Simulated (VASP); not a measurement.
# Ge in VASP: single point with r2SCAN

Aim: the single point of Ge with r2SCAN.

Program: VASP 6.6.1. These are calculated values, not measurements. Logs are shortened: lines on timing, memory, paths and dates and some standing lists are left out, and cuts for length are marked.

**1. The cell of the first run**

The cell holds a slab with vacuum, 8 atoms: a = 4.013 Å, b = 4.013 Å, c = 24.931 Å, α = 90.00°, β = 90.00°, γ = 90.00°.

**2. Single point, r2SCAN**

The input, POSCAR:

```
Ge
1.0
    4.0128347831      0.0000000000      0.0000000000
    0.0000000000      4.0128347831      0.0000000000
    0.0000000000      0.0000000000     24.9312594043
Ge
8
Direct
    0.0000000000      0.5000000000      0.2987163269
    0.0000000000      0.0000000000      0.3571001546
    0.5000000000      0.0000000000      0.4145520650
    0.5000000000      0.5000000000      0.4714039036
    0.0000000000      0.5000000000      0.5285961517
    0.0000000000      0.0000000000      0.5854480497
    0.5000000000      0.0000000000      0.6428998039
    0.5000000000      0.5000000000      0.7012835445
```

The input, INCAR.step1:

```
SYSTEM = Ge
ALGO = Normal
DIPOL = 0.5 0.5 0.500
EDIFF = 1E-4
ENCUT = 520
GGA = PE
IDIPOL = 3
ISMEAR = 0
KPAR = 4
LASPH = .TRUE.
LCHARG = .FALSE.
LDIPOL = .TRUE.
LREAL = .FALSE.
LWAVE = .TRUE.
NBANDS = 66
NELM = 100
PREC = Accurate
SIGMA = 0.05
```

The input, INCAR.step2:

```
SYSTEM = Ge
ALGO = Normal
DIPOL = 0.5 0.5 0.500
EDIFF = 1E-7
ENCUT = 520
IDIPOL = 3
ISIF = 2
ISMEAR = 0
ISTART = 1
KPAR = 4
LASPH = .TRUE.
LCHARG = .FALSE.
LDIPOL = .TRUE.
LMIXTAU = .TRUE.
LREAL = .FALSE.
LWAVE = .FALSE.
METAGGA = R2SCAN
NBANDS = 66
NELM = 100
PREC = Accurate
SIGMA = 0.05
```

The input, KPOINTS:

```
k-points
0
G
  9 9 1
  0 0 0
```

Potentials or basis: VASP PAW PBE potentials, release 64 (Ge_d).

The run is started by

```bash
> cat potpaw_PBE.64/Ge_d/POTCAR > POTCAR
> cp INCAR.step1 INCAR
> mpirun -np 4 vasp_std > vasp.out
> cp INCAR.step2 INCAR
> mpirun -np 4 vasp_std > vasp.out
```

OUTCAR:

```text
SYSTEM = Ge
   EDIFF = 1E-7
   ENCUT = 520
   ISIF = 2
   ISMEAR = 0
   ISTART = 1
   LASPH = .TRUE.
   LREAL = .FALSE.
   METAGGA = R2SCAN
   NELM = 100
   PREC = Accurate

 ion  position               nearest neighbor table
   1  0.000  0.500  0.299-   2 2.48   2 2.48
   2  0.000  0.000  0.357-   3 2.47   3 2.47   1 2.48   1 2.48
   3  0.500  0.000  0.415-   4 2.46   4 2.46   2 2.47   2 2.47
   4  0.500  0.500  0.471-   3 2.46   3 2.46   5 2.46   5 2.46
   5  0.000  0.500  0.529-   6 2.46   6 2.46   4 2.46   4 2.46
   6  0.000  0.000  0.585-   5 2.46   5 2.46   7 2.47   7 2.47
   7  0.500  0.000  0.643-   6 2.47   6 2.47   8 2.48   8 2.48
   8  0.500  0.500  0.701-   7 2.48   7 2.48

  LATTYP: Found a simple tetragonal cell.
 ALAT       =     4.0128347831
 C/A-ratio  =     6.2128796105

  Lattice vectors:

 A1 = (   4.0128347831,   0.0000000000,   0.0000000000)
 A2 = (   0.0000000000,   4.0128347831,   0.0000000000)
 A3 = (   0.0000000000,   0.0000000000,  24.9312594043)

Analysis of symmetry for initial positions (statically):
=====================================================================
 Subroutine PRICEL returns:
 Original cell was already a primitive cell.

 Routine SETGRP: Setting up the symmetry group for a
 simple tetragonal supercell.

 Subroutine GETGRP returns: Found  8 space group operations
 (whereof  4 operations were pure point group operations)
 out of a pool of 16 trial point group operations.

The static configuration has the point symmetry C_2v.
 The point group associated with its full space group is D_2h.

Analysis of symmetry for dynamics (positions and initial velocities):
=====================================================================
 Subroutine PRICEL returns:
 Original cell was already a primitive cell.

 Routine SETGRP: Setting up the symmetry group for a
 simple tetragonal supercell.

 Subroutine GETGRP returns: Found  8 space group operations
 (whereof  4 operations were pure point group operations)
 out of a pool of 16 trial point group operations.

The dynamic configuration has the point symmetry C_2v.
 The point group associated with its full space group is D_2h.

 Subroutine INISYM returns: Found  8 space group operations
 (whereof  4 operations are pure point group operations),
 and found     1 'primitive' translations

----------------------------------------------------------------------------------------

                                     Primitive cell

  volume of cell :     401.4642

  direct lattice vectors                    reciprocal lattice vectors
     4.012834783  0.000000000  0.000000000     0.249200392  0.000000000  0.000000000
     0.000000000  4.012834783  0.000000000     0.000000000  0.249200392  0.000000000
     0.000000000  0.000000000 24.931259404     0.000000000  0.000000000  0.040110288

  length of vectors
     4.012834783  4.012834783 24.931259404     0.249200392  0.249200392  0.040110288

  position of ions in fractional coordinates (direct lattice)
     0.000000000  0.500000000  0.298716327
     0.000000000  0.000000000  0.357100155
     0.500000000  0.000000000  0.414552065
     0.500000000  0.500000000  0.471403904
     0.000000000  0.500000000  0.528596152
     0.000000000  0.000000000  0.585448050
     0.500000000  0.000000000  0.642899804
     0.500000000  0.500000000  0.701283545

  ion indices of the primitive-cell ions
   primitive index   ion index
                 1           1
                 2           2
                 3           3
                 4           4
                 5           5
                 6           6
                 7           7
                 8           8

----------------------------------------------------------------------------------------

 KPOINTS: k-points

Automatic generation of k-mesh.
 Grid dimensions read from file:
 generate k-points for:    9    9    1

 Generating k-lattice:

  Cartesian coordinates                     Fractional coordinates (reciprocal lattice)
     0.027688932  0.000000000  0.000000000     0.111111111  0.000000000  0.000000000
     0.000000000  0.027688932  0.000000000     0.000000000  0.111111111  0.000000000
     0.000000000  0.000000000  0.040110288     0.000000000  0.000000000  1.000000000

  Length of vectors
     0.027688932  0.027688932  0.040110288

  Shift w.r.t. Gamma in fractional coordinates (k-lattice)
     0.000000000  0.000000000  0.000000000

 Subroutine IBZKPT returns following result:
 ===========================================

 Found     25 irreducible k-points:

 Following reciprocal coordinates:
            Coordinates               Weight
  0.000000  0.000000  0.000000      1.000000
  0.111111  0.000000  0.000000      2.000000
  0.000000  0.111111  0.000000      2.000000
  0.222222  0.000000  0.000000      2.000000
  0.000000  0.222222  0.000000      2.000000
  0.333333  0.000000  0.000000      2.000000
[... 16 lines left out ...]
  0.444444  0.333333  0.000000      4.000000
 -0.333333  0.444444  0.000000      4.000000
   k-points           NKPTS =     25   k-points in BZ     NKDIM =     25   number of bands    NBANDS=     66
   number of dos      NEDOS =    301   number of ions     NIONS =      8
   total plane-waves  NPLWV = 172800
   dimension x,y,z NGX =    30 NGY =   30 NGZ =  192
   dimension x,y,z NGXF=    60 NGYF=   60 NGZF=  384
   ions per type =               8
   NGX,Y,Z   is equivalent  to a cutoff of  12.43, 12.43, 12.80 a.u.
   NGXF,Y,Z  is equivalent  to a cutoff of  24.86, 24.86, 25.61 a.u.
 SYSTEM =  Ge
   PREC   = accura    normal or accurate (medium, high low for compatibility)
   ISTART =      1    job   : 0-new  1-cont  2-samecut
   ICHARG =      0    charge: 1-file 2-atom 10-const
   ISPIN  =      1    spin polarized calculation?
   LNONCOLLINEAR =      F non collinear calculations
   LSORBIT =      F    spin-orbit coupling
   LASPH  =      T    aspherical Exc in radial PAW
   ENCUT  =  520.0 eV  38.22 Ry    6.18 a.u.   7.46  7.46 46.36*2*pi/ulx,y,z
   NELM   =    100;   NELMIN=  2; NELMDL=  0     # of ELM steps
   EDIFF  = 0.1E-06   stopping-criterion for ELM
   LREAL  =      F    real-space projection
   EDIFFG = 0.1E-05   stopping-criterion for IOM
   NSW    =      0    number of steps for IOM
   IBRION =     -1    ionic relax: 0-MD 1-quasi-New 2-CG
   NFREE  =      0    steps in history (QN), initial steepest desc. (CG)
   ISIF   =      2    stress and relaxation
   ISYM   =      2    0-nonsym 1-usesym 2-fastsym
   POTIM  = 0.5000    time-step for ionic-motion
   TEBEG  =    0.0;   TEEND  =   0.0 temperature during run
   PSTRESS=    0.0 pullay stress
   NELECT =     112.0000    total number of electrons
   NUPDOWN=      -1.0000    fix difference up-down
   EMIN   =  10.00;   EMAX   =-10.00  energy-range for DOS
   EFERMI =   0.00;   METHOD = LEGACY
   ISMEAR =     0;   SIGMA  =   0.05  broadening in eV -4-tet -1-fermi 0-gaus
   EFERMI_NEDOS =   21; number of points for ismear=-14 and -15
   IALGO  =     38    algorithm
   IMIX   =      4    mixing-type and parameters
     AMIX     =   0.40;   BMIX     =  1.00
     AMIX_MAG =   1.60;   BMIX_MAG =  1.00
  volume/ion in A,a.u.               =      50.18       338.65
  Fermi-wavevector in a.u.,A,eV,Ry     =   1.069708  2.021455 15.568810  1.144275
  Thomas-Fermi vector in A             =   2.205396
   LORBIT       =      0    0 simple, 1 ext, 2 COOP (PROOUT), +10 PAW based schemes
   METAGGA = R2SCAN    functional components
   LHFCALC =     F    Hartree Fock is set to
   AEXX    =    0.0000 exact exchange contribution
   IVDW    =     0    specifies the selected vdW correction
   LEPSILON=     F    determine dielectric tensor
   LRPA    =     F    only Hartree local field effects (RPA)
 non-spin polarized calculation
 Gauss-broadening in eV      SIGMA  =   0.05
  energy-cutoff  :      520.00
  volume of cell :      401.46
 maximum number of plane-waves:     10877
 NGX is ok and might be reduce to    30
   NGX = 15   NGY = 15   NGZ = 93

 number of electron     111.9999911 magnetization

 dipolmoment           0.000000      0.000000      0.000000 electrons x Angstroem

 Free energy of the ion-electron system (eV)
  ---------------------------------------------------
  ext. energy  EPLUGINS =         0.00000000
  ---------------------------------------------------
  free energy    TOTEN  =      -107.59771998 eV

  energy without entropy =     -107.59313264  energy(sigma->0) =     -107.59542631

 E-fermi :  -0.9002     XC(G=0):  -5.5154

 val. band max:       -0.9049942678   @ k =   0.0000   0.2222   0.0000
 cond. band min:      -0.8914647689   @ k =   0.4444   0.1111   0.0000
 fundamental gap:      0.0135294989
 Fermi energy:        -0.9001736637

 k-point     1 :       0.0000    0.0000    0.0000
  band No.  band energies     occupation
      1     -26.1190      2.00000
      2     -26.1130      2.00000
      3     -26.1015      2.00000
      4     -26.0769      2.00000
      5     -26.0635      2.00000
      6     -26.0207      2.00000
[... 58 lines left out ...]
     65       2.1759      0.00000
     66       2.9354      0.00000

 k-point     2 :       0.1111    0.0000    0.0000
  band No.  band energies     occupation
      1     -26.1191      2.00000
      2     -26.1172      2.00000
      3     -26.1033      2.00000
      4     -26.0775      2.00000
      5     -26.0549      2.00000
      6     -26.0177      2.00000
[... 58 lines left out ...]
     65       2.8861      0.00000
     66       3.0082      0.00000

 k-point     3 :       0.0000    0.1111    0.0000
  band No.  band energies     occupation
      1     -26.1241      2.00000
      2     -26.1139      2.00000
      3     -26.1028      2.00000
      4     -26.0728      2.00000
      5     -26.0585      2.00000
      6     -26.0259      2.00000
[... 1438 lines left out ...]
     65       4.0286      0.00000
     66       4.1261      0.00000

 k-point    24 :      -0.3333    0.4444    0.0000
  band No.  band energies     occupation
      1     -26.1319      2.00000
      2     -26.1248      2.00000
      3     -26.0957      2.00000
      4     -26.0886      2.00000
      5     -26.0305      2.00000
      6     -26.0260      2.00000
[... 58 lines left out ...]
     65       4.2345      0.00000
     66       4.7556      0.00000

 [... further k-points ...]

------------------------ aborting loop because EDIFF is reached ----------------------------------------

 vacuum level on the upper side and lower side of the slab       (xc-potential included)         0.014         0.014

  FORCE on cell =-STRESS in cart. coord.  units (eV):
  Direction    XX          YY          ZZ          XY          YZ          ZX
  --------------------------------------------------------------------------------------
  -------------------------------------------------------------------------------------
  Total       -2.3526811     -0.6469238      0.0584098      0.0000000      0.0000000      0.0000000
  in kB       -9.3891629     -2.5817662      0.2331040      0.0000000      0.0000000      0.0000000
  external PRESSURE =      -3.9126083 kB  Pullay stress =       0.0000000 kB

 VOLUME and BASIS-vectors are now :
 -----------------------------------------------------------------------------
  energy-cutoff  :      520.00
  volume of cell :      401.46
      direct lattice vectors                 reciprocal lattice vectors
     4.012834783  0.000000000  0.000000000     0.249200392  0.000000000  0.000000000
     0.000000000  4.012834783  0.000000000     0.000000000  0.249200392  0.000000000
     0.000000000  0.000000000 24.931259404     0.000000000  0.000000000  0.040110288

 POSITION                                       TOTAL-FORCE (eV/Angst)
 -----------------------------------------------------------------------------------
      0.00000      2.00642      7.44737         0.000000      0.000000     -0.022089
      0.00000      0.00000      8.90296         0.000000      0.000000      0.019857
      2.00642      0.00000     10.33531         0.000000      0.000000     -0.017212
      2.00642      2.00642     11.75269         0.000000      0.000000      0.019666
      0.00000      2.00642     13.17857         0.000000      0.000000     -0.019666
      0.00000      0.00000     14.59596         0.000000      0.000000      0.017212
      2.00642      0.00000     16.02830         0.000000      0.000000     -0.019857
      2.00642      2.00642     17.48388         0.000000      0.000000      0.022089
 -----------------------------------------------------------------------------------
    total drift:                                0.000000     -0.000000     -0.000426

  FREE ENERGIE OF THE ION-ELECTRON SYSTEM (eV)
  ---------------------------------------------------
  free  energy   TOTEN  =      -107.5977199788 eV

  energy  without entropy=     -107.5931326392  energy(sigma->0) =     -107.59542631

 vacuum level on the upper side and lower side of the slab         4.375         4.375
```

It took 30 min on 4 MPI ranks of Oxide Virtual Turin-like, shared host; peak memory 0.76 GiB.

Results:

| Item | Value |
| --- | --- |
| Free energy | -107.5977 eV |
| Largest force | 0.022 eV/Å |
| Band gap on the k mesh | zero (bands 56 and 57 overlap by 0.85 eV) |

Forces on the atoms (eV/Å):
```
Ge   0.000  0.000 -0.022
Ge   0.000  0.000  0.020
Ge   0.000  0.000 -0.017
Ge   0.000  0.000  0.020
Ge   0.000  0.000 -0.020
Ge   0.000  0.000  0.017
Ge   0.000  0.000 -0.020
Ge   0.000  0.000  0.022
```

Caveat: the PAW data sets were made with another functional, which shifts forces and pressure a little.
